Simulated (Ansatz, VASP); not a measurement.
## One calculation of ZrB, two programs

The input INCAR:

```
SYSTEM = ZrB
PREC = Accurate
ENCUT = 600
EDIFF = 1E-7
ISMEAR = -1
SIGMA = 0.05
LREAL = .FALSE.
LASPH = .TRUE.
NELM = 150
ALGO = Normal
ISIF = 3
LWAVE = .FALSE.
LCHARG = .FALSE.
LMAXMIX = 4
LDAU = .TRUE.
LDAUTYPE = 2
LDAUL = 2 -1
LDAUU = 4 0
LDAUJ = 0 0
LDAUPRINT = 1
IBRION = 2
NSW = 60
EDIFFG = -0.01
```

Contents of KPOINTS:

```
regular mesh
0
G
  10 10 10
  0 0 0
```

Contents of POSCAR:

```
ZrB
1.0
    0.0000000000      2.3250000000      2.3250000000
    2.3250000000      0.0000000000      2.3250000000
    2.3250000000      2.3250000000      0.0000000000
Zr B
1 1
Direct
    0.0000000000      0.0000000000      0.0000000000
    0.5000000000      0.5000000000      0.5000000000
```

File input.yaml:

```yaml
crystal:
  lattice:
    - [0.0, 2.325, 2.325]
    - [2.325, 0.0, 2.325]
    - [2.325, 2.325, 0.0]
  atoms:
    - { symbol: Zr, position: [0.0, 0.0, 0.0] }
    - { symbol: B, position: [0.5, 0.5, 0.5] }
hamiltonian:
  xc: lda
  pseudopotentials: { kind: paw }
  hubbard: { sites: [{ species: Zr, l: d, u_eff: 4.0 }] }
kpoints:
  mp_grid: { grid: [10, 10, 10] }
scf:
  occupations: { method: fermi_dirac, width: 0.05 }
output:
  forces: true
  stress: true
  eigenvalues: true
relax:
  f_tol: 0.01
  max_steps: 40
  cell: { stress_tol: 0.05 }
```

Alike in both runs: task relaxation of cell and atoms; functional LDA; k mesh 10 × 10 × 10; occupations fermi-dirac, width 0.05 eV; no spin polarisation; Hubbard terms Zr d U = 4.0 eV.

```csv
,VASP,Ansatz
version,VASP 6.6.1,Ansatz 0.2.0
potentials or method,"VASP PAW LDA potentials, release 64 (Zr_sv, B)",Ansatz PAW
plane-wave cutoff (eV),600,420
valence electrons in the cell,15,15
```

Ansatz gave:

- gap on the k mesh at the Fermi level, each at its own relaxed structure (eV): none
- relaxed volume (Å³/atom): 14.56
- relaxed cell length with the largest relative difference (Å): 3.453

Question: Estimate VASP's values.

Answer: gap on the k mesh at the Fermi level, each at its own relaxed structure (eV): none; relaxed volume (Å³/atom): 14.88; relaxed cell length with the largest relative difference (Å): 3.478.

LDA's correlation is that of Perdew and Zunger in VASP and of Perdew and Wang (1992) in Ansatz. The programs project onto different local orbitals, so the same U acts differently, and such runs can settle in different states. A gap of «none» marks a metal or a gap that the smearing closes.

Noted on VASP's run: the volume moved by over 15 % at a fixed basis, so the end points are rough. Noted on Ansatz's run: the volume moved by over 15 % at a fixed basis, so the end points are rough; the plane-wave basis is chosen anew once the cell has moved, so the energies of steps on either side of that aren't comparable.
